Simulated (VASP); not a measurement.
Ta3Cr:

```
CELL_PARAMETERS angstrom
3.92266 0.00000 0.00000
0.00000 3.92266 0.00000
0.00000 0.00000 3.92266
ATOMIC_POSITIONS crystal
Ta 0.00000 0.50000 0.50000
Ta 0.50000 0.00000 0.50000
Ta 0.50000 0.50000 0.00000
Cr 0.00000 0.00000 0.00000
```

| Property | Result |
| --- | --- |
| Program | VASP 6.6.1 |
| Task | relaxation of cell and atoms |
| Functional | PBE |
| Potentials or basis | VASP PAW PBE potentials, release 64 (Ta_pv, Cr_pv) |
| Cutoff | 600 eV |
| k mesh | 4 × 4 × 4 |
| Occupations | gaussian, width 0.1 eV |
| Spin | collinear spin, ferromagnetic start |
| Starting moments | [0.0, 0.0, 0.0, 0.32] μB |

At the start: pressure 32.6 GPa; volume 15.09 Å³/atom.

Where does the relaxation end?

Over 4 steps the energy falls by 227.2 meV/atom and the volume is 17.71 Å³/atom (+17.4 %); space group Pm-3m (No. 221, to 0.05 Å); moment 2.48 μB per cell.

The path:
| step | energy change (eV) | largest force (eV/Å) | pressure (GPa) | volume (Å³) |
| --- | --- | --- | --- | --- |
| 1 | 0.0000 | 0.0000 | 32.56 | 60.36 |
| 2 | 1.2069 | 0.0000 | -26.60 | 91.31 |
| 3 | -0.9050 | 0.0000 | -0.84 | 71.17 |
| 4 | -0.9086 | 0.0000 | -0.33 | 70.83 |

Final structure:
```
Ta Cr
1.0
     4.13760    0.00000    0.00000
     0.00000    4.13760    0.00000
     0.00000    0.00000    4.13760
Ta Cr
3 1
Direct
  0.00000 0.50000 0.50000
  0.50000 0.00000 0.50000
  0.50000 0.50000 0.00000
  0.00000 0.00000 0.00000
```

Caveat: the k points lie up to 0.38 Å⁻¹ apart in the final cell; the volume moved by over 15 % at a fixed basis, so the end points are rough.
